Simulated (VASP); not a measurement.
# BeC: relaxation of cell and atoms with PBE

BeC:

```
CELL_PARAMETERS angstrom
3.17903 0.00000 0.00000
-1.58952 2.75312 0.00000
0.00000 0.00000 3.71545
ATOMIC_POSITIONS crystal
Be 0.33333 0.66667 0.75000
Be 0.66667 0.33333 0.25000
C 0.33333 0.66667 0.25000
C 0.66667 0.33333 0.75000
```

* Program: VASP 6.6.1
* Task: relaxation of cell and atoms
* Functional: PBE
* Potentials or basis: VASP PAW PBE potentials, release 64 (Be, C)
* Cutoff: 600 eV
* k mesh: 6 × 6 × 6
* Occupations: gaussian, width 0.1 eV
* Spin: no spin polarisation
* Dipole correction: no
* Further INCAR settings: ALGO = Normal; EDIFF = 1e-07; IBRION = 2; EDIFFG = -0.04; NSW = 90; ISIF = 3

```
Energy gained by relaxing : 0.2 meV/atom
Ionic steps               : 2
Pressure after relaxing   : 0.1 GPa
Band gap on the k mesh    : zero (band 6 reaches 6.67 eV, above the bottom of band 7 at 4.03 eV)
```

Stress tensor (GPa, compression positive):
```
 0.32  0.00  0.00
 0.00  0.32  0.00
 0.00  0.00 -0.28
```

Step by step:
```csv
step,energy change (eV),largest force (eV/Å),pressure (GPa),volume (Å³)
1,0.0000,0.0000,0.00,32.52
2,-0.0009,0.0000,0.12,32.52
```

Final structure:
```
Be C
1.0
     3.18430    0.00000    0.00000
    -1.59215    2.75769    0.00000
     0.00000    0.00000    3.70323
Be C
2 2
Direct
  0.33333 0.66667 0.75000
  0.66667 0.33333 0.25000
  0.33333 0.66667 0.25000
  0.66667 0.33333 0.75000
```

Levels at points of the mesh, in eV from the Fermi level:
```
           k point  band 2  band 3  band 4  band 5  band 6  band 7  band 8  band 9  band 10
(0.00, 0.00, 0.00)   -6.93   -6.32   -1.93   -1.93    1.74    1.74    2.26    7.78     8.13
(0.50, 0.00, 0.00)  -10.06   -3.89   -3.81   -3.15   -1.49   -0.90    1.48    6.34    12.02
(0.00, 0.00, 0.50)  -12.19   -0.18   -0.18   -0.18   -0.18    0.35    0.35    8.80     8.80
(0.50, 0.00, 0.50)  -10.45   -5.79   -5.79   -1.74   -1.74    1.66    1.66    9.15     9.15
```

It took 11 s on 1 thread of Intel(R) Xeon(R) 6975P-C (Granite Rapids) (shared host), peak memory 0.15 GiB.

Caveat: the k points lie up to 0.38 Å⁻¹ apart in the final cell.
